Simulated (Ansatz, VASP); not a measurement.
# NbAs in VASP and in Ansatz

```
Nb As
1.0
    -1.73704    1.73704    5.87858
     1.73704   -1.73704    5.87858
     1.73704    1.73704   -5.87858
Nb As
2 2
Cartesian
  0.0000 0.0000 -0.0127
  0.0000 1.7370 2.9266
  0.0000 0.0000 4.9037
  1.7370 0.0000 1.9644
```

Alike in both runs: functional PBE; k mesh 18 × 18 × 18; occupations fermi-dirac, width 0.15 eV; no spin polarisation.

Ansatz relaxed the structure, and its values are those at the end. VASP's run is a single point on that final structure, the one shown.

```csv
,VASP,Ansatz
version,VASP 6.6.1,Ansatz 0.2.0
potentials or method,"VASP PAW PBE potentials, release 64 (Nb_sv, As), cutoff 520 eV","scalar-relativistic, plane waves, PAW"
valence electrons in the cell,36,56
```

|  | VASP | Ansatz | Ansatz less VASP |
| --- | --- | --- | --- |
| gap on the k mesh at the Fermi level (eV) | none | none | - |
| pressure (GPa) | 0.0 | 0.0 | -0.01 |

A gap of «none» marks a metal or a gap that the smearing closes. With one functional, cell and mesh, what is left measures potentials, basis and numerics. VASP's potentials hold 36 valence electrons a cell and Ansatz's 56, so a difference there can come from the potentials and not from the codes.
